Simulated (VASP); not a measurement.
Set up this calculation in VASP 6.6.1, as the native input.

```yaml
Task: relaxation of cell and atoms
Functional: PBEsol
Potentials_or_basis: VASP PAW PBE potentials, release 64 (Br)
Cutoff: 600 eV
k_mesh: 10 × 10 × 10
Occupations: gaussian, width 0.1 eV
Spin: no spin polarisation
Dipole_correction: no
Further_INCAR_settings: ALGO = Normal; EDIFF = 1e-06; IBRION = 2; EDIFFG = -0.005; NSW = 100; ISIF = 3
```

The structure of Br lies in POSCAR:

```
Br
1.0
    4.4236886340      0.0000000000      0.0000000000
    0.0000000000      4.4236886340      0.0000000000
    0.0000000000      0.0000000000      4.4236886340
Br
3
Direct
    0.5000000000      0.0000000000      0.0000000000
    0.0000000000      0.5000000000      0.0000000000
    0.0000000000      0.0000000000      0.5000000000
```

These files were run (other wordings do the same):

INCAR

```
SYSTEM = Br
PREC = Accurate
ENCUT = 600
EDIFF = 1E-6
ISMEAR = 0
SIGMA = 0.1
LREAL = .False.
LASPH = .True.
NELM = 100
ALGO = Normal
ISIF = 3
LWAVE = .False.
LCHARG = .False.
GGA = PS
IBRION = 2
NSW = 100
EDIFFG = -0.005
```

KPOINTS

```
regular mesh
0
Gamma
  10 10 10
  0 0 0
```

Potentials or basis: VASP PAW PBE potentials, release 64 (Br).

Run with:

```sh
$ cat potpaw_PBE.64/Br/POTCAR > POTCAR
$ mpirun -np 1 vasp_std > vasp.out
```

It gave:

| Quantity | Value |
| --- | --- |
| Pressure after relaxing | 0.0 GPa |

Caveat: the relaxation stopped at its first step, so nothing moved; the PAW data sets were made with another functional, which shifts forces and pressure a little; an odd number of electrons without spin polarisation forces a metal; a magnetic or distorted state may lie lower.

Run time: 35 s on 1 thread of Intel(R) Xeon(R) 6975P-C (Granite Rapids) (shared host), peak memory 0.23 GiB.
